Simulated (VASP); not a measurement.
Input of a VASP 6.6.1 run:

INCAR

```
SYSTEM = Mo
PREC = Accurate
ENCUT = 520
EDIFF = 1E-6
ISMEAR = 0
SIGMA = 0.05
LREAL = .FALSE.
LASPH = .TRUE.
NELM = 80
ALGO = Fast
ISIF = 2
LWAVE = .FALSE.
LCHARG = .FALSE.
GGA = PS
NBANDS = 13
```

KPOINTS

```
Automatic mesh
0
G
  16 16 16
  0 0 0
```

File POSCAR:

```
Mo
1.0
   -1.5750000000      1.5750000000      1.5750000000
    1.5750000000     -1.5750000000      1.5750000000
    1.5750000000      1.5750000000     -1.5750000000
Mo
1
Direct
    0.0000000000      0.0000000000      0.0000000000
```

Potentials or basis: VASP PAW PBE potentials, release 64 (Mo_sv).

Run with:

```bash
$ cat potpaw_PBE.64/Mo_sv/POTCAR > POTCAR
$ mpirun -np 1 vasp_std > vasp.out
```

(1) What does it give for the pressure?

(2) Estimate the band gap on the k mesh.

Results:

(1) -4.9 GPa.

(2) zero (band 7 reaches 16.49 eV, above the bottom of band 8 at 11.11 eV).

Caveat: the PAW data sets were made with another functional, which shifts forces and pressure a little.
